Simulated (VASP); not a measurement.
# Fe (Pm-3m) in VASP: further runs

Fe is run at these levels: PBE; tasks: single point.

Everything below comes from runs of VASP 6.6.1. Logs are shortened: lines on timing, memory, paths and dates and some standing lists are left out, and cuts for length are marked.

### Step 1. The cell of the first run

Symmetry: Pm-3m, No. 221, cubic system. Conventional cell: a = 2.373 Å, b = 2.373 Å, c = 2.373 Å, α = 90.00°, β = 90.00°, γ = 90.00°. Fe (site symmetry m-3m) has 6 Fe at 2.37 Å within 3.1 Å.

This isn't the form of Fe at room conditions, which is bcc.

### Step 2. Single point, PBE, collinear spin, antiferromagnetic start (13.36 Å³/atom)

The input, INCAR:

```
SYSTEM = Fe
ALGO = Normal
EDIFF = 1E-6
ENCUT = 600
GGA = PE
GGA_COMPAT = .FALSE.
ISIF = 2
ISMEAR = -1
ISPIN = 2
LASPH = .TRUE.
LCHARG = .FALSE.
LMAXMIX = 4
LORBIT = 11
LREAL = .FALSE.
LWAVE = .FALSE.
MAGMOM = 2.14 -2.14
NBANDS = 19
NELM = 200
PREC = Accurate
SIGMA = 0.05
```

The input, KPOINTS:

```
k-points
0
G
  13 13 13
  0 0 0
```

The input, POSCAR:

```
Fe
1.0
    0.0000000000      2.3726450169      2.3726450169
    2.3726450169      0.0000000000      2.3726450169
    2.3726450169      2.3726450169      0.0000000000
Fe
2
Direct
    0.0000000000      0.0000000000      0.0000000000
    0.5000000000      0.5000000000      0.5000000000
```

Potentials or basis: VASP PAW PBE potentials, release 64 (Fe).

On the command line:

```console
$ cat potpaw_PBE.64/Fe/POTCAR > POTCAR
$ mpirun -np 1 vasp_std > vasp.out
```

OUTCAR:

```text
SYSTEM = Fe
   EDIFF = 1E-6
   ENCUT = 600
   GGA = PE
   ISIF = 2
   ISMEAR = -1
   ISPIN = 2
   LASPH = .TRUE.
   LORBIT = 11
   LREAL = .FALSE.
   NELM = 200
   PREC = Accurate

 ion  position               nearest neighbor table
   1  0.000  0.000  0.000-   2 2.37   2 2.37   2 2.37   2 2.37   2 2.37   2 2.37
   2  0.500  0.500  0.500-   1 2.37   1 2.37   1 2.37   1 2.37   1 2.37   1 2.37

  LATTYP: Found a face centered cubic cell.
 ALAT       =     4.7452900338

  Lattice vectors:

 A1 = (   0.0000000000,   2.3726450169,   2.3726450169)
 A2 = (   2.3726450169,   0.0000000000,   2.3726450169)
 A3 = (   2.3726450169,   2.3726450169,   0.0000000000)

Analysis of symmetry for initial positions (statically):
=====================================================================
 Subroutine PRICEL returns following result:

  LATTYP: Found a simple cubic cell.
 ALAT       =     2.3726450169

  Lattice vectors:

 A1 = (  -2.3726450169,   0.0000000000,   0.0000000000)
 A2 = (   0.0000000000,   0.0000000000,   2.3726450169)
 A3 = (   0.0000000000,   2.3726450169,   0.0000000000)

   2 primitive cells build up your supercell.

 Routine SETGRP: Setting up the symmetry group for a
 face centered cubic supercell.

 Subroutine GETGRP returns: Found 48 space group operations
 (whereof 48 operations were pure point group operations)
 out of a pool of 48 trial point group operations.

The static configuration has the point symmetry O_h .

Analysis of symmetry for dynamics (positions and initial velocities):
=====================================================================
 Subroutine PRICEL returns following result:

  LATTYP: Found a simple cubic cell.
 ALAT       =     2.3726450169

  Lattice vectors:

 A1 = (  -2.3726450169,   0.0000000000,   0.0000000000)
 A2 = (   0.0000000000,   0.0000000000,   2.3726450169)
 A3 = (   0.0000000000,   2.3726450169,   0.0000000000)

   2 primitive cells build up your supercell.

 Routine SETGRP: Setting up the symmetry group for a
 face centered cubic supercell.

 Subroutine GETGRP returns: Found 48 space group operations
 (whereof 48 operations were pure point group operations)
 out of a pool of 48 trial point group operations.

The dynamic configuration has the point symmetry O_h .

Analysis of structural, dynamic, and magnetic symmetry:
=====================================================================
 Subroutine PRICEL returns following result:

  LATTYP: Found a simple cubic cell.
 ALAT       =     2.3726450169

  Lattice vectors:

 A1 = (  -2.3726450169,   0.0000000000,   0.0000000000)
 A2 = (   0.0000000000,   0.0000000000,   2.3726450169)
 A3 = (   0.0000000000,   2.3726450169,   0.0000000000)

   2 primitive cells build up your supercell.

 Routine SETGRP: Setting up the symmetry group for a
 face centered cubic supercell.

 Subroutine GETGRP returns: Found 48 space group operations
 (whereof 48 operations were pure point group operations)
 out of a pool of 48 trial point group operations.

The overall configuration has the point symmetry O_h .

 Subroutine INISYM returns: Found 48 space group operations
 (whereof 48 operations are pure point group operations),
 and found     2 'primitive' translations

----------------------------------------------------------------------------------------

                                     Primitive cell

  volume of cell :      13.3567

  direct lattice vectors                    reciprocal lattice vectors
    -2.372645017  0.000000000  0.000000000    -0.421470550  0.000000000  0.000000000
     0.000000000  0.000000000  2.372645017     0.000000000  0.000000000  0.421470550
     0.000000000  2.372645017  0.000000000     0.000000000  0.421470550  0.000000000

  length of vectors
     2.372645017  2.372645017  2.372645017     0.421470550  0.421470550  0.421470550

  position of ions in fractional coordinates (direct lattice)
     0.000000000  0.000000000  0.000000000

  ion indices of the primitive-cell ions
   primitive index   ion index
                 1           1

----------------------------------------------------------------------------------------

 KPOINTS: k-points

Automatic generation of k-mesh.
 Grid dimensions read from file:
 generate k-points for:   13   13   13

 Generating k-lattice:

  Cartesian coordinates                     Fractional coordinates (reciprocal lattice)
    -0.016210406  0.016210406  0.016210406     0.076923077  0.000000000  0.000000000
     0.016210406 -0.016210406  0.016210406     0.000000000  0.076923077  0.000000000
     0.016210406  0.016210406 -0.016210406     0.000000000  0.000000000  0.076923077

  Length of vectors
     0.028077246  0.028077246  0.028077246

  Shift w.r.t. Gamma in fractional coordinates (k-lattice)
     0.000000000  0.000000000  0.000000000

 Subroutine IBZKPT returns following result:
 ===========================================

 Found     84 irreducible k-points:

 Following reciprocal coordinates:
            Coordinates               Weight
  0.000000  0.000000  0.000000      1.000000
  0.076923  0.000000  0.000000      8.000000
  0.153846  0.000000  0.000000      8.000000
  0.230769  0.000000  0.000000      8.000000
  0.307692  0.000000  0.000000      8.000000
  0.384615  0.000000  0.000000      8.000000
[... 16 lines left out ...]
  0.384615  0.153846  0.000000     24.000000
  0.461538  0.153846  0.000000     24.000000
 [... further k-points ...]
   k-points           NKPTS =     84   k-points in BZ     NKDIM =     84   number of bands    NBANDS=     19
   number of dos      NEDOS =    301   number of ions     NIONS =      2
   total plane-waves  NPLWV =  21952
   dimension x,y,z NGX =    28 NGY =   28 NGZ =   28
   dimension x,y,z NGXF=    56 NGYF=   56 NGZF=   56
   ions per type =               2
   NGX,Y,Z   is equivalent  to a cutoff of  13.87, 13.87, 13.87 a.u.
   NGXF,Y,Z  is equivalent  to a cutoff of  27.75, 27.75, 27.75 a.u.
 SYSTEM =  Fe
   PREC   = accura    normal or accurate (medium, high low for compatibility)
   ISTART =      0    job   : 0-new  1-cont  2-samecut
   ICHARG =      2    charge: 1-file 2-atom 10-const
   ISPIN  =      2    spin polarized calculation?
   LNONCOLLINEAR =      F non collinear calculations
   LSORBIT =      F    spin-orbit coupling
   LASPH  =      T    aspherical Exc in radial PAW
   ENCUT  =  600.0 eV  44.10 Ry    6.64 a.u.   6.70  6.70  6.70*2*pi/ulx,y,z
   NELM   =    200;   NELMIN=  2; NELMDL= -5     # of ELM steps
   EDIFF  = 0.1E-05   stopping-criterion for ELM
   LREAL  =      F    real-space projection
   EDIFFG = 0.1E-04   stopping-criterion for IOM
   NSW    =      0    number of steps for IOM
   IBRION =     -1    ionic relax: 0-MD 1-quasi-New 2-CG
   NFREE  =      0    steps in history (QN), initial steepest desc. (CG)
   ISIF   =      2    stress and relaxation
   ISYM   =      2    0-nonsym 1-usesym 2-fastsym
   POTIM  = 0.5000    time-step for ionic-motion
   TEBEG  =    0.0;   TEEND  =   0.0 temperature during run
   PSTRESS=    0.0 pullay stress
   NELECT =      16.0000    total number of electrons
   NUPDOWN=      -1.0000    fix difference up-down
   EMIN   =  10.00;   EMAX   =-10.00  energy-range for DOS
   EFERMI =   0.00;   METHOD = LEGACY
   ISMEAR =    -1;   SIGMA  =   0.05  broadening in eV -4-tet -1-fermi 0-gaus
   EFERMI_NEDOS =   21; number of points for ismear=-14 and -15
   IALGO  =     38    algorithm
   IMIX   =      4    mixing-type and parameters
     AMIX     =   0.40;   BMIX     =  1.00
     AMIX_MAG =   1.60;   BMIX_MAG =  1.00
  volume/ion in A,a.u.               =      13.36        90.14
  Fermi-wavevector in a.u.,A,eV,Ry     =   1.379978  2.607780 25.910097  1.904338
  Thomas-Fermi vector in A             =   2.504897
   LORBIT       =     11    0 simple, 1 ext, 2 COOP (PROOUT), +10 PAW based schemes
   GGA     = PE    functional components
   LHFCALC =     F    Hartree Fock is set to
   AEXX    =    0.0000 exact exchange contribution
   IVDW    =     0    specifies the selected vdW correction
   LEPSILON=     F    determine dielectric tensor
   LRPA    =     F    only Hartree local field effects (RPA)
 spin polarized calculation
  energy-cutoff  :      600.00
  volume of cell :       26.71
 maximum number of plane-waves:       911
   NGX = 13   NGY = 13   NGZ = 13

 number of electron      15.9999992 magnetization       0.0000000

 number of electron      15.9999992 magnetization      -0.0000000

 Free energy of the ion-electron system (eV)
  ---------------------------------------------------
  ext. energy  EPLUGINS =         0.00000000
  ---------------------------------------------------
  free energy    TOTEN  =       -14.31641207 eV

  energy without entropy =      -14.27806140  energy(sigma->0) =      -14.29723674

 E-fermi :   4.9637     XC(G=0): -12.1452

 val. band max:        4.9576596633   @ k =  -0.3846   0.4615   0.1538
 cond. band min:       4.9640858237   @ k =  -0.4615   0.2308   0.0000
 fundamental gap:      0.0064261604
 Fermi energy:         4.9637099613

 spin component 1

 k-point     1 :       0.0000    0.0000    0.0000
  band No.  band energies     occupation
      1      -3.0252      1.00000
      2       1.1937      1.00000
      3       1.1938      1.00000
      4       1.3144      1.00000
      5       1.3144      1.00000
      6       1.3145      1.00000
[... 505 lines left out ...]
      6       2.9588      1.00000
[... 11 lines left out ...]
     18      22.4943      0.00000
     19      24.4759      0.00000

 [... further k-points ...]

 spin component 2

 k-point     1 :       0.0000    0.0000    0.0000
  band No.  band energies     occupation
      1      -3.0252      1.00000
      2       1.1937      1.00000
      3       1.1938      1.00000
      4       1.3144      1.00000
      5       1.3144      1.00000
      6       1.3145      1.00000
[... 505 lines left out ...]
      6       2.9588      1.00000
[... 11 lines left out ...]
     18      22.4943      0.00000
     19      24.4759      0.00000

 [... further k-points ...]

------------------------ aborting loop because EDIFF is reached ----------------------------------------

  FORCE on cell =-STRESS in cart. coord.  units (eV):
  Direction    XX          YY          ZZ          XY          YZ          ZX
  --------------------------------------------------------------------------------------
  -------------------------------------------------------------------------------------
  Total       -0.1064729     -0.1064729     -0.1064729      0.0000000     -0.0000000      0.0000000
  in kB       -6.3858885     -6.3858885     -6.3858885      0.0000000     -0.0000000      0.0000000
  external PRESSURE =      -6.3858885 kB  Pullay stress =       0.0000000 kB

 VOLUME and BASIS-vectors are now :
 -----------------------------------------------------------------------------
  energy-cutoff  :      600.00
  volume of cell :       26.71
      direct lattice vectors                 reciprocal lattice vectors
     0.000000000  2.372645017  2.372645017    -0.210735275  0.210735275  0.210735275
     2.372645017  0.000000000  2.372645017     0.210735275 -0.210735275  0.210735275
     2.372645017  2.372645017  0.000000000     0.210735275  0.210735275 -0.210735275

 POSITION                                       TOTAL-FORCE (eV/Angst)
 -----------------------------------------------------------------------------------
      0.00000      0.00000      0.00000         0.000000     -0.000000     -0.000000
      2.37265      2.37265      2.37265        -0.000000      0.000000      0.000000
 -----------------------------------------------------------------------------------
    total drift:                                0.000000      0.000000      0.000000

  FREE ENERGIE OF THE ION-ELECTRON SYSTEM (eV)
  ---------------------------------------------------
  free  energy   TOTEN  =       -14.3164120731 eV

  energy  without entropy=      -14.2780614039  energy(sigma->0) =      -14.29723674

 total charge

# of ion       s       p       d       tot
------------------------------------------
    1        0.506   0.446   6.201   7.154
    2        0.506   0.446   6.201   7.154
--------------------------------------------------
tot          1.012   0.893  12.403  14.307

 magnetization (x)

# of ion       s       p       d       tot
------------------------------------------
    1        0.057   0.030   2.133   2.220
    2       -0.057  -0.030  -2.133  -2.220
--------------------------------------------------
tot          0.000   0.000   0.000   0.000
```

Wall time 1.7 min (1 thread of Intel Xeon 6975P-C, shared host); peak memory 0.22 GiB.

Results:

```yaml
Free_energy: -14.3164 eV
Pressure: -0.6 GPa
Band_gap_on_the_k_mesh: zero (filled and empty bands overlap)
Net_moment: 0.00 μB per cell
Site_moments: Fe +2.22, -2.22 μB
Valence_electrons_inside_the_program's_atomic_spheres: Fe 7.15
```

Caveat: the antiferromagnetic order is the one typed at the start, and another may lie lower.

### Step 3. Single point, PBE, collinear spin, antiferromagnetic start (13.89 Å³/atom)

This run uses another cell than the first one, of 13.89 Å³/atom.

The input, INCAR:

```
PREC     = Accurate       # precision mode
ENCUT    = 600            # plane-wave cutoff, eV
EDIFF    = 1E-6           # SCF threshold, eV
ISMEAR   = -1             # smearing method
SIGMA    = 0.05           # smearing width, eV
LREAL    = F              # projectors in reciprocal space
LASPH    = T              # aspherical terms in the spheres
NELM     = 200            # most SCF steps
ALGO     = Normal         # electronic algorithm
ISIF     = 2              # what is computed and relaxed
LWAVE    = F              # write WAVECAR
LCHARG   = F              # write CHGCAR
ISPIN    = 2              # spin polarisation
MAGMOM   = 2.14 -2.14     # initial moments
LORBIT   = 11             # projections on sites
LMAXMIX  = 4              # l up to which the mixer works
GGA      = PE             # functional
NBANDS   = 19             # bands
GGA_COMPAT= F
```

The input, KPOINTS:

```
Automatic mesh
0
Gamma
  13 13 13
```

The input, POSCAR:

```
Fe
1.0
    0.0000000000      2.4038676108      2.4038676108
    2.4038676108      0.0000000000      2.4038676108
    2.4038676108      2.4038676108      0.0000000000
Fe
2
Direct
    0.0000000000      0.0000000000      0.0000000000
    0.5000000000      0.5000000000      0.5000000000
```

Potentials or basis: VASP PAW PBE potentials, release 64 (Fe).

On the command line:

```console
$ cat potpaw_PBE.64/Fe/POTCAR > POTCAR
$ mpirun -np 1 vasp_std > vasp.out
```

OUTCAR:

```text
PREC = Accurate
   ENCUT = 600
   EDIFF = 1E-6
   ISMEAR = -1
   LREAL = F
   LASPH = T
   NELM = 200
   ISIF = 2
   ISPIN = 2
   LORBIT = 11
   GGA = PE

 ion  position               nearest neighbor table
   1  0.000  0.000  0.000-   2 2.40   2 2.40   2 2.40   2 2.40   2 2.40   2 2.40
   2  0.500  0.500  0.500-   1 2.40   1 2.40   1 2.40   1 2.40   1 2.40   1 2.40

  LATTYP: Found a face centered cubic cell.
 ALAT       =     4.8077352216

  Lattice vectors:

 A1 = (   0.0000000000,   2.4038676108,   2.4038676108)
 A2 = (   2.4038676108,   0.0000000000,   2.4038676108)
 A3 = (   2.4038676108,   2.4038676108,   0.0000000000)

Analysis of symmetry for initial positions (statically):
=====================================================================
 Subroutine PRICEL returns following result:

  LATTYP: Found a simple cubic cell.
 ALAT       =     2.4038676108
[... 12 lines left out ...]
 Subroutine GETGRP returns: Found 48 space group operations
 (whereof 48 operations were pure point group operations)
[... 743 lines left out ...]
      4       1.0629      1.00000
      5       1.0629      1.00000
      6       1.0631      1.00000
[... 517 lines left out ...]
     18      21.6983      0.00000
     19      23.6382      0.00000

 [... further k-points ...]

------------------------ aborting loop because EDIFF is reached ----------------------------------------

  FORCE on cell =-STRESS in cart. coord.  units (eV):
  Direction    XX          YY          ZZ          XY          YZ          ZX
  --------------------------------------------------------------------------------------
  -------------------------------------------------------------------------------------
  Total       -0.6722691     -0.6722691     -0.6722691     -0.0000000     -0.0000000     -0.0000000
  in kB      -38.7696676    -38.7696676    -38.7696676     -0.0000000     -0.0000000     -0.0000000
  external PRESSURE =     -38.7696676 kB  Pullay stress =       0.0000000 kB

 VOLUME and BASIS-vectors are now :
 -----------------------------------------------------------------------------
  energy-cutoff  :      600.00
  volume of cell :       27.78
      direct lattice vectors                 reciprocal lattice vectors
     0.000000000  2.403867611  2.403867611    -0.207998143  0.207998143  0.207998143
     2.403867611  0.000000000  2.403867611     0.207998143 -0.207998143  0.207998143
     2.403867611  2.403867611  0.000000000     0.207998143  0.207998143 -0.207998143

 POSITION                                       TOTAL-FORCE (eV/Angst)
 -----------------------------------------------------------------------------------
      0.00000      0.00000      0.00000         0.000000      0.000000      0.000000
      2.40387      2.40387      2.40387        -0.000000     -0.000000     -0.000000
 -----------------------------------------------------------------------------------
    total drift:                                0.000000      0.000000      0.000000

  FREE ENERGIE OF THE ION-ELECTRON SYSTEM (eV)
  ---------------------------------------------------
  free  energy   TOTEN  =       -14.3016012063 eV

  energy  without entropy=      -14.2679102732  energy(sigma->0) =      -14.28475574

 total charge

# of ion       s       p       d       tot
------------------------------------------
    1        0.495   0.427   6.166   7.088
    2        0.495   0.427   6.166   7.088
--------------------------------------------------
tot          0.989   0.855  12.332  14.176

 magnetization (x)

# of ion       s       p       d       tot
------------------------------------------
    1        0.060   0.032   2.254   2.345
    2       -0.060  -0.032  -2.254  -2.345
--------------------------------------------------
tot          0.000   0.000   0.000   0.000
```

It took 1.7 min on 1 thread of Intel Xeon 6975P-C, shared host; peak memory 0.23 GiB.

What came out:

- Free energy: -14.3016 eV
- Pressure: -3.9 GPa
- Band gap on the k mesh: zero (filled and empty bands overlap)
- Net moment: 0.00 μB per cell
- Site moments: Fe +2.35, -2.35 μB
- Valence electrons inside the program's atomic spheres: Fe 7.09

Caveat: the cell stands under tension; the antiferromagnetic order is the one typed at the start, and another may lie lower.

The gap in the log of VASP goes by the Fermi energy; the results here count the filled bands.